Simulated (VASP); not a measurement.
A run of VASP 6.6.1:

File INCAR:

```
SYSTEM = PbF2
ALGO     = Normal         ! electronic algorithm
EDIFF    = 1E-6           ! SCF threshold, eV
ENCUT    = 600            ! plane-wave cutoff, eV
GGA      = PS             ! functional
GGA_COMPAT= .False.      
ISIF     = 2              ! what is computed and relaxed
ISMEAR   = 0              ! smearing method
LASPH    = .True.         ! aspherical terms in the spheres
LCHARG   = .False.        ! write CHGCAR
LREAL    = .False.        ! projectors in reciprocal space
LWAVE    = .False.        ! write WAVECAR
NBANDS   = 68             ! bands
NELM     = 120            ! most SCF steps
PREC     = Accurate       ! precision mode
SIGMA    = 0.01           ! smearing width, eV
```

The input KPOINTS:

```
k-points
0
Gamma
  4 6 4
  0 0 0
```

The input POSCAR:

```
PbF2
1.0
    6.4081738061      0.0000000000      0.0000000000
    0.0000000000      3.8637798964      0.0000000000
    0.0000000000      0.0000000000      7.6633229591
Pb F
4 8
Direct
    0.7434623777      0.7500000000      0.1036650096
    0.2565376223      0.2500000000      0.8963349904
    0.7565376223      0.2500000000      0.6036650096
    0.2434623777      0.7500000000      0.3963349904
    0.1409492036      0.7500000000      0.0674554086
    0.8590507964      0.2500000000      0.9325445914
    0.3590507964      0.2500000000      0.5674554086
    0.6409492036      0.7500000000      0.4325445914
    0.5230191170      0.7500000000      0.8485274785
    0.4769808830      0.2500000000      0.1514725215
    0.9769808830      0.2500000000      0.3485274785
    0.0230191170      0.7500000000      0.6514725215
```

Potentials or basis: VASP PAW PBE potentials, release 64 (Pb_d, F).

Run with:

```console
$ cat potpaw_PBE.64/Pb_d/POTCAR potpaw_PBE.64/F/POTCAR > POTCAR
$ mpirun -np 1 vasp_std > vasp.out
```

Hardware: 1 thread of Intel Xeon 8259CL (shared host).

Estimate the wall time of this run.

Wall time 11 min on 1 thread of Intel Xeon 8259CL, on a shared host, peak memory 0.58 GiB. Counts: scf iterations 13, k points 36.
